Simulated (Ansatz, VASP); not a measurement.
## HfC in VASP and in Ansatz

INCAR

```
  ALGO = Normal
  EDIFF = 1E-7
  EDIFFG = -0.002
  ENCUT = 600
  GGA = PE
  GGA_COMPAT = F
  IBRION = 2
  ISIF = 3
  ISMEAR = 0
  LASPH = T
  LCHARG = F
  LREAL = F
  LWAVE = F
  NELM = 120
  NELMIN = 4
  NSW = 100
  PREC = Accurate
  SIGMA = 0.1
```

File KPOINTS:

```
k-points
0
Gamma
  16 16 16
```

POSCAR

```
HfC
1.0
    0.0000000000      2.3171388400      2.3171388400
    2.3171388400      0.0000000000      2.3171388400
    2.3171388400      2.3171388400      0.0000000000
Hf C
1 1
Direct
    0.0000000000      0.0000000000      0.0000000000
    0.5000000000      0.5000000000      0.5000000000
```

Input for Ansatz:

```yaml
crystal:
  lattice:
    - [0.0, 2.31713884, 2.31713884]
    - [2.31713884, 0.0, 2.31713884]
    - [2.31713884, 2.31713884, 0.0]
  atoms:
    - { symbol: Hf, position: [0.0, 0.0, 0.0] }
    - { symbol: C, position: [0.5, 0.5, 0.5] }
basis:
  ecutwfc: 420
kpoints:
  mp_grid: { grid: [16, 16, 16] }
hamiltonian:
  xc: pbe
  pseudopotentials: { kind: paw, azcp: { folder: soft_1 } }
scf:
  occupations: { method: gaussian, width: 0.1 }
output:
  forces: true
  stress: true
  eigenvalues: true
relax:
  adjacent_minimum: "off"
  f_tol: 0.002
  max_steps: 80
  cell: { stress_tol: 0.02 }
```

Alike in both runs: task relaxation of cell and atoms; functional PBE; k mesh 16 × 16 × 16; occupations gaussian, width 0.1 eV; no spin polarisation.

```csv
,VASP,Ansatz
version,VASP 6.6.1,Ansatz 0.2.0
potentials or method,"VASP PAW PBE potentials, release 64 (Hf_pv, C), cutoff 600 eV","scalar-relativistic, plane waves, PAW"
valence electrons in the cell,14,30
```

|  | VASP | Ansatz | Ansatz less VASP |
| --- | --- | --- | --- |
| gap on the k mesh at the Fermi level, each at its own relaxed structure (eV) | none | none | - |
| relaxed volume (Å³/atom) | 12.54 | 12.58 | +0.039 |
| relaxed cell length with the largest relative difference (Å) | 3.286 | 3.289 | +0.0034 |

A gap of «none» marks a metal or a gap that the smearing closes. VASP's potentials hold 14 valence electrons a cell and Ansatz's 30, so a difference there can come from the potentials and not from the codes.

Neither program's run includes spin-orbit coupling.
